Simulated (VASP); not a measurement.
TePb: single point with pbe exchange, lda correlation

The system is TePb.

```
Pb Te
1.0
     0.00000    3.23100    3.23100
     3.23100    0.00000    3.23100
     3.23100    3.23100    0.00000
Pb Te
1 1
Direct
  0.99621 0.00655 0.99534
  0.49214 0.50065 0.50078
```

This cell differs from its parent crystal: atoms moved at random.

```yaml
Program: VASP 6.6.1
Task: single point
Functional: pbe exchange, lda correlation
Potentials_or_basis: VASP PAW PBE potentials, release 64 (Pb_d, Te)
Cutoff: 500 eV
k_mesh: 5 × 5 × 5
Occupations: gaussian, width 0.01 eV
Spin: no spin polarisation
```

```
Pressure               : 7.2 GPa
Largest force          : 0.016 eV/Å
Band gap on the k mesh : 1.38 eV
```

Forces on the atoms (eV/Å):
```
Pb  -0.001  0.002 -0.016
Te   0.001 -0.002  0.016
```

Levels at points of the mesh, in eV from the valence-band top:
```
           k point  band 6  band 7  band 8  band 9  band 10  band 11  band 12  band 13  band 14  band 15
(0.00, 0.00, 0.00)  -11.86   -5.62   -1.19   -1.18    -1.18     4.19     4.19     4.20     6.28     6.29
```

Wall time 65 s on 1 thread of Intel(R) Xeon(R) 6975P-C (Granite Rapids) (shared host), peak memory 0.24 GiB.

Caveat: the cell differs from its parent crystal (atoms moved at random); the cell stands under pressure; the PAW data sets were made with another functional, which shifts forces and pressure a little; spin-orbit coupling is left out, which moves the levels of the heavy elements. A k mesh can miss the band edges.
